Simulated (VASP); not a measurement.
# GaN (P6_3/mmc) in VASP: notebook, part 2 of 2

VASP 6.6.1. Earlier steps stand in the parts before.

### Step 3. Single point, r2SCAN (9.31 Å³/atom)

This run uses another cell than the first one, of 9.31 Å³/atom.

File POSCAR:

```
GaN
1.0
    2.9372297331      0.0000000000      0.0000000000
   -1.4686148666      2.5437155656      0.0000000000
    0.0000000000      0.0000000000      4.9820844113
Ga N
2 2
Direct
    0.0000000000      0.0000000000      0.0000000000
    0.0000000000      0.0000000000      0.5000000000
    0.3333333333      0.6666666667      0.2500000000
    0.6666666667      0.3333333333      0.7500000000
```

File INCAR.step1:

```
SYSTEM = GaN
PREC = Accurate
ENCUT = 520
ISMEAR = 0
SIGMA = 0.01
LREAL = .FALSE.
LASPH = .TRUE.
NELM = 100
NBANDS = 26
GGA = PE
ALGO = Normal
EDIFF = 1E-4
LWAVE = .TRUE.
LCHARG = .FALSE.
```

File INCAR.step2:

```
SYSTEM = GaN
PREC = Accurate
ENCUT = 520
EDIFF = 1E-6
ISMEAR = 0
SIGMA = 0.01
LREAL = .FALSE.
LASPH = .TRUE.
NELM = 100
ALGO = Normal
ISIF = 2
LWAVE = .FALSE.
LCHARG = .FALSE.
METAGGA = R2SCAN
LMIXTAU = .TRUE.
NBANDS = 26
ISTART = 1
```

File KPOINTS:

```
regular mesh
0
G
  9 9 4
  0 0 0
```

Potentials or basis: VASP PAW PBE potentials, release 64 (Ga_d, N).

Run with:

```bash
cat potpaw_PBE.64/Ga_d/POTCAR potpaw_PBE.64/N/POTCAR > POTCAR
cp INCAR.step1 INCAR
mpirun -np 1 vasp_std > vasp.out
cp INCAR.step2 INCAR
mpirun -np 1 vasp_std > vasp.out
```

OUTCAR:

```text
SYSTEM = GaN
   PREC = Accurate
   ENCUT = 520
   EDIFF = 1E-6
   ISMEAR = 0
   LREAL = .FALSE.
   LASPH = .TRUE.
   NELM = 100
   ISIF = 2
   METAGGA = R2SCAN
   ISTART = 1

 ion  position               nearest neighbor table
   1  0.000  0.000  0.000-   3 2.10   4 2.10   4 2.10   3 2.10   4 2.10   3 2.10   2 2.49   2 2.49

   2  0.000  0.000  0.500-   3 2.10   4 2.10   4 2.10   3 2.10   4 2.10   3 2.10   1 2.49   1 2.49

   3  0.333  0.667  0.250-   1 2.10   2 2.10   1 2.10   2 2.10   1 2.10   2 2.10
   4  0.667  0.333  0.750-   1 2.10   2 2.10   1 2.10   2 2.10   1 2.10   2 2.10

  LATTYP: Found a hexagonal cell.
 ALAT       =     2.9372297331
 C/A-ratio  =     1.6961847945

  Lattice vectors:

 A1 = (   2.9372297331,   0.0000000000,   0.0000000000)
 A2 = (  -1.4686148666,   2.5437155656,   0.0000000000)
 A3 = (   0.0000000000,   0.0000000000,   4.9820844113)

Analysis of symmetry for initial positions (statically):
=====================================================================
 Subroutine PRICEL returns:
 Original cell was already a primitive cell.

 Routine SETGRP: Setting up the symmetry group for a
[... 174 lines left out ...]

 E-fermi :   8.0820     XC(G=0): -14.2521

 val. band max:        7.9286350192   @ k =   0.1111   0.0000   0.0000
 cond. band min:      10.0133265791   @ k =   0.3333   0.3333   0.0000
 fundamental gap:      2.0846915599
 Fermi energy:         8.0819661895

 k-point     1 :       0.0000    0.0000    0.0000
  band No.  band energies     occupation
      1     -10.4619      2.00000
      2      -7.5029      2.00000
      3      -7.1150      2.00000
      4      -6.8911      2.00000
      5      -6.8911      2.00000
      6      -6.6631      2.00000
[... 685 lines left out ...]
     25      19.8850      0.00000
     26      22.1657      0.00000

 [... further k-points ...]

------------------------ aborting loop because EDIFF is reached ----------------------------------------

  FORCE on cell =-STRESS in cart. coord.  units (eV):
  Direction    XX          YY          ZZ          XY          YZ          ZX
  --------------------------------------------------------------------------------------
  -------------------------------------------------------------------------------------
  Total        1.9661811      1.9661811      2.2746068     -0.0000000      0.0000000      0.0000000
  in kB       84.6284810     84.6284810     97.9037611     -0.0000000      0.0000000      0.0000000
  external PRESSURE =      89.0535744 kB  Pullay stress =       0.0000000 kB

 VOLUME and BASIS-vectors are now :
 -----------------------------------------------------------------------------
  energy-cutoff  :      520.00
  volume of cell :       37.22
      direct lattice vectors                 reciprocal lattice vectors
     2.937229733  0.000000000  0.000000000     0.340456856  0.196562857  0.000000000
    -1.468614867  2.543715566  0.000000000     0.000000000  0.393125715  0.000000000
     0.000000000  0.000000000  4.982084411     0.000000000  0.000000000  0.200719201

 POSITION                                       TOTAL-FORCE (eV/Angst)
 -----------------------------------------------------------------------------------
      0.00000      0.00000      0.00000         0.000000      0.000000      0.000000
      0.00000      0.00000      2.49104         0.000000      0.000000      0.000000
     -0.00000      1.69581      1.24552        -0.000000     -0.000000      0.000000
      1.46861      0.84791      3.73656         0.000000     -0.000000     -0.000000
 -----------------------------------------------------------------------------------
    total drift:                               -0.000000      0.000000      0.000000

  FREE ENERGIE OF THE ION-ELECTRON SYSTEM (eV)
  ---------------------------------------------------
  free  energy   TOTEN  =       -41.3328053032 eV

  energy  without entropy=      -41.3328053032  energy(sigma->0) =      -41.33280530
```

OSZICAR.step1:

```text
N       E                     dE             d eps       ncg     rms          rms(c)
DAV:   1     0.240613873481E+03    0.24061E+03   -0.17885E+04  2248   0.267E+03
DAV:   2     0.273596667395E+01   -0.23788E+03   -0.22581E+03  2008   0.454E+02
DAV:   3    -0.245765064748E+02   -0.27312E+02   -0.26893E+02  2242   0.129E+02
DAV:   4    -0.253189647600E+02   -0.74246E+00   -0.73957E+00  2158   0.228E+01
DAV:   5    -0.253348734534E+02   -0.15909E-01   -0.15884E-01  2294   0.326E+00    0.103E+01
DAV:   6    -0.217518820264E+02    0.35830E+01   -0.84464E+00  3226   0.503E+01    0.299E+00
DAV:   7    -0.217883125638E+02   -0.36431E-01   -0.10247E+00  1966   0.796E+00    0.236E+00
DAV:   8    -0.217706157389E+02    0.17697E-01   -0.11985E-01  2856   0.439E+00    0.913E-01
DAV:   9    -0.217585355321E+02    0.12080E-01   -0.35587E-02  2752   0.355E+00    0.205E-01
DAV:  10    -0.217589759829E+02   -0.44045E-03   -0.29406E-03  1964   0.382E-01    0.105E-01
DAV:  11    -0.217589458382E+02    0.30145E-04   -0.12029E-04  1370   0.245E-01
   1 F= -.21758946E+02 E0= -.21758946E+02  d E =-.334921E-18
```

Wall time 2.1 min (1 thread of AMD EPYC 7R43 (Zen 3), shared host); peak memory 0.14 GiB.

Results:

```
Free energy            : -41.3328 eV
Pressure               : 8.9 GPa
Band gap on the k mesh : 2.08 eV (least direct gap 2.64 eV)
```

Stress tensor (GPa, compression positive):
```
8.46 0.00 0.00
0.00 8.46 0.00
0.00 0.00 9.79
```

Levels at points of the mesh, in eV from the valence-band top:
```tsv
k point	band 16	band 17	band 18	band 19	band 20	band 21
(0.00, 0.00, 0.00)	-0.60	-0.11	-0.11	2.53	5.38	10.60
(0.00, 0.00, 0.50)	-0.32	-0.32	-0.32	5.24	5.24	10.29
```

Caveat: the cell stands under pressure; the PAW data sets were made with another functional, which shifts forces and pressure a little; an odd mesh through Γ misses points on the zone boundary, where band edges can lie.

### Step 4. Single point, r2SCAN

This run uses another cell than the first one, of 9.59 Å³/atom.

File POSCAR:

```
GaN
1.0
    2.9672035353      0.0000000000      0.0000000000
   -1.4836017677      2.5696736398      0.0000000000
    0.0000000000      0.0000000000      5.0329255188
Ga N
2 2
Direct
    0.0000000000      0.0000000000      0.0000000000
    0.0000000000      0.0000000000      0.5000000000
    0.3333333333      0.6666666667      0.2500000000
    0.6666666667      0.3333333333      0.7500000000
```

File INCAR.step1:

```
SYSTEM = GaN
  PREC = Accurate
  ENCUT = 520
  ISMEAR = 0
  SIGMA = 0.01
  LREAL = .False.
  LASPH = .True.
  NELM = 80
  NBANDS = 26
  GGA = PE
  ALGO = Normal
  EDIFF = 1E-4
  LWAVE = .True.
  LCHARG = .False.
```

File INCAR.step2:

```
SYSTEM = GaN
  PREC = Accurate
  ENCUT = 520
  EDIFF = 1E-6
  ISMEAR = 0
  SIGMA = 0.01
  LREAL = .False.
  LASPH = .True.
  NELM = 80
  ALGO = Normal
  ISIF = 2
  LWAVE = .False.
  LCHARG = .True.
  METAGGA = R2SCAN
  LMIXTAU = .True.
  LELF = .True.
  LVHAR = .True.
  NBANDS = 26
  ISTART = 1
```

File KPOINTS:

```
regular mesh
0
Gamma
  9 9 4
  0 0 0
```

Run with:

```bash
cat potpaw_PBE.64/Ga_d/POTCAR potpaw_PBE.64/N/POTCAR > POTCAR
cp INCAR.step1 INCAR
mpirun -np 1 vasp_std > vasp.out
cp INCAR.step2 INCAR
mpirun -np 1 vasp_std > vasp.out
```

It took 2.1 min on 1 thread of AMD EPYC 7R43 (Zen 3), shared host; peak memory 0.15 GiB.

Results (log left out):

```yaml
Free_energy: -41.3691 eV
Pressure: 1.1 GPa
Band_gap_on_the_k_mesh: 1.89 eV (least direct gap 2.27 eV)
```

Stress tensor (GPa, compression positive):
```
1.08 0.00 0.00
0.00 1.08 0.00
0.00 0.00 1.15
```

Levels at points of the mesh, in eV from the valence-band top:
| k point | band 14 | band 15 | band 16 | band 17 | band 18 | band 19 | band 20 | band 21 | band 22 | band 23 |
| --- | --- | --- | --- | --- | --- | --- | --- | --- | --- | --- |
| (0.00, 0.00, 0.00) | -0.94 | -0.56 | -0.56 | -0.11 | -0.11 | 2.16 | 5.21 | 10.20 | 11.22 | 11.22 |
| (0.00, 0.00, 0.50) | -5.29 | -0.31 | -0.31 | -0.31 | -0.31 | 4.94 | 4.94 | 10.08 | 10.08 | 11.84 |

Caveat: the PAW data sets were made with another functional, which shifts forces and pressure a little; an odd mesh through Γ misses points on the zone boundary, where band edges can lie.

### Step 5. Overview

| cell | gap on the mesh (eV) | pressure (GPa) |
| --- | --- | --- |
| a = 2.907, b = 2.907, c = 4.930 Å, angles 90.0, 90.0, 120.0°, 4 atoms | 2.29 | 18.0 |
| a = 2.937, b = 2.937, c = 4.982 Å, angles 90.0, 90.0, 120.0°, 4 atoms | 2.08 | 8.9 |
| a = 2.967, b = 2.967, c = 5.033 Å, angles 90.0, 90.0, 120.0°, 4 atoms | 1.89 | 1.1 |

Alike in all rows: task single point; level r2SCAN; potentials or basis VASP PAW PBE potentials, release 64 (Ga_d, N); no spin polarisation; k mesh 9 × 9 × 4; cutoff (eV) 520; smearing gaussian 0.01 eV.

Caveats: the PAW data sets were made with another functional, which shifts forces and pressure a little; an odd mesh through Γ misses points on the zone boundary, where band edges can lie; the cell stands under pressure (at least some runs).

Absolute energies hang on the potentials; compare differences alone.
